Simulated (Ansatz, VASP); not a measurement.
## One calculation of HfN, two programs

The input POSCAR:

```
HfN
1.0
    0.0000000000      2.4548220000      2.4548220000
    2.4548220000      0.0000000000      2.4548220000
    2.4548220000      2.4548220000      0.0000000000
Hf N
1 1
Direct
    0.0000000000      0.0000000000      0.0000000000
    0.7500000000      0.7500000000      0.7500000000
```

The input INCAR.step1:

```
SYSTEM = HfN
  ALGO = Normal
  EDIFF = 1E-4
  ENCUT = 520
  GGA = PE
  ISMEAR = 0
  LASPH = .TRUE.
  LCHARG = .FALSE.
  LREAL = .FALSE.
  LWAVE = .TRUE.
  NBANDS = 14
  NELM = 60
  PREC = Accurate
  SIGMA = 0.15
```

Contents of INCAR.step2:

```
SYSTEM = HfN
  ALGO = Normal
  EDIFF = 1E-6
  ENCUT = 520
  ISIF = 2
  ISMEAR = 0
  ISTART = 1
  LASPH = .TRUE.
  LCHARG = .FALSE.
  LMIXTAU = .TRUE.
  LREAL = .FALSE.
  LWAVE = .FALSE.
  METAGGA = R2SCAN
  NBANDS = 14
  NELM = 60
  PREC = Accurate
  SIGMA = 0.15
```

Contents of KPOINTS:

```
k-points
0
G
  16 16 16
  0 0 0
```

Input for Ansatz:

```yaml
crystal:
  lattice:
    - [0.0, 2.454822, 2.454822]
    - [2.454822, 0.0, 2.454822]
    - [2.454822, 2.454822, 0.0]
  atoms:
    - { symbol: Hf, position: [0.0, 0.0, 0.0] }
    - { symbol: "N", position: [0.75, 0.75, 0.75] }
basis:
  ecutwfc: 500
kpoints:
  mp_grid: { grid: [16, 16, 16] }
hamiltonian:
  xc: r2scan
scf:
  occupations: { method: gaussian, width: 0.15 }
output:
  forces: true
  stress: true
  eigenvalues: true
```

Alike in both runs: task single point; functional r2SCAN; k mesh 16 × 16 × 16; occupations gaussian, width 0.15 eV; no spin polarisation.

```csv
,VASP,Ansatz
version,VASP 6.6.1,Ansatz 0.2.0
potentials or method,"VASP PAW PBE potentials, release 64 (Hf_pv, N), cutoff 520 eV","scalar-relativistic, plane waves, PAW"
valence electrons in the cell,15,31
```

Ansatz gave:

| Item | Value |
| --- | --- |
| gap on the k mesh at the Fermi level (eV) | none |
| pressure (GPa) | -2.2 |

**Question.** Which values does VASP return?

**Answer.** gap on the k mesh at the Fermi level (eV): none; pressure (GPa): -3.5.

VASP's potentials were made for PBE, not for r2SCAN. A gap of «none» marks a metal or a gap that the smearing closes. VASP's potentials hold 15 valence electrons a cell and Ansatz's 31, so a difference there can come from the potentials and not from the codes.

Spin-orbit coupling is off throughout.
